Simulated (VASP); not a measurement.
Wanted: the native input for a VASP 6.6.1 run.

| Item | Value |
| --- | --- |
| Task | single point |
| Functional | PBEsol |
| Potentials or basis | VASP PAW PBE potentials, release 64 (Ta_pv, N) |
| Cutoff | 520 eV |
| k mesh | 18 × 18 × 10 |
| Occupations | gaussian, width 0.15 eV |
| Spin | no spin polarisation |
| Dipole correction | no |
| Further INCAR settings | ALGO = Normal; EDIFF = 1e-06; NBANDS = 20 |

The structure of Ta2N lies in POSCAR:

```
Ta2N
1.0
    2.9259191740      0.0000000000      0.0000000000
   -1.4629595870      2.5339203341      0.0000000000
    0.0000000000      0.0000000000      5.0191217511
Ta N
2 1
Direct
    0.6666666667      0.3333333333      0.7463700642
    0.3333333333      0.6666666667      0.2536299358
    0.0000000000      0.0000000000      0.0000000000
```

The input as run:

INCAR

```
ALGO = Normal ; EDIFF = 1E-6
ENCUT = 520 ; GGA = PS
ISIF = 2 ; ISMEAR = 0
LASPH = True ; LCHARG = False
LREAL = False ; LWAVE = False
NBANDS = 20 ; NELM = 100
PREC = Accurate ; SIGMA = 0.15
```

KPOINTS

```
k-points
0
Gamma
  18 18 10
```

Potentials or basis: VASP PAW PBE potentials, release 64 (Ta_pv, N).

Launch:

```console
$ cat potpaw_PBE.64/Ta_pv/POTCAR potpaw_PBE.64/N/POTCAR > POTCAR
$ mpirun -np 1 vasp_std > vasp.out
```

Results of the run:

```
Pressure               : 23.2 GPa
Largest force          : 1.311 eV/Å
Band gap on the k mesh : zero (an odd number of electrons rules out a gap without spin polarisation)
```

Caveat: the stress differs along the axes, from 9 to 30 GPa; the PAW data sets were made with another functional, which shifts forces and pressure a little; spin-orbit coupling is left out, which moves the levels of the heavy elements.

Run time: 2.1 min on 1 thread of Intel(R) Xeon(R) Platinum 8488C (Sapphire Rapids), with other jobs on the host, peak memory 0.34 GiB.
